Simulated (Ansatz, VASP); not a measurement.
## Al3Cu2 in VASP and in Ansatz

```
CELL_PARAMETERS angstrom
3.85692 0.00000 0.00000
-1.92846 3.34019 0.00000
0.00000 0.00000 5.62600
ATOMIC_POSITIONS crystal
Al 0.00000 0.00000 0.00000
Al 0.33333 0.66667 0.35151
Al 0.66667 0.33333 0.64849
Cu 0.33333 0.66667 0.84229
Cu 0.66667 0.33333 0.15771
```

Alike in both runs: task single point; functional PBEsol; k mesh 18 × 18 × 12; occupations gaussian, width 0.15 eV; no spin polarisation.

|  | VASP | Ansatz |
| --- | --- | --- |
| version | VASP 6.6.1 | Ansatz 0.2.0 |
| potentials or method | VASP PAW PBE potentials, release 64 (Al, Cu), cutoff 520 eV | scalar-relativistic, plane waves, PAW |
| valence electrons in the cell | 31 | 47 |

|  | VASP | Ansatz | Ansatz less VASP |
| --- | --- | --- | --- |
| gap on the k mesh at the Fermi level (eV) | none | none | - |
| pressure (GPa) | 4.2 | 4.1 | -0.04 |
| traceless stress, the component that is largest in VASP (GPa) | -13.65 | -13.66 | -0.010 |
| rms of the force components (eV/Å) | 0.140 | 0.141 | +0.0009 |

VASP's potentials were made for PBE, not for PBEsol. Atom by atom the forces differ by 0.004 eV/Å (rms over components). A gap of «none» marks a metal or a gap that the smearing closes. VASP's potentials hold 31 valence electrons a cell and Ansatz's 47, so a difference there can come from the potentials and not from the codes.
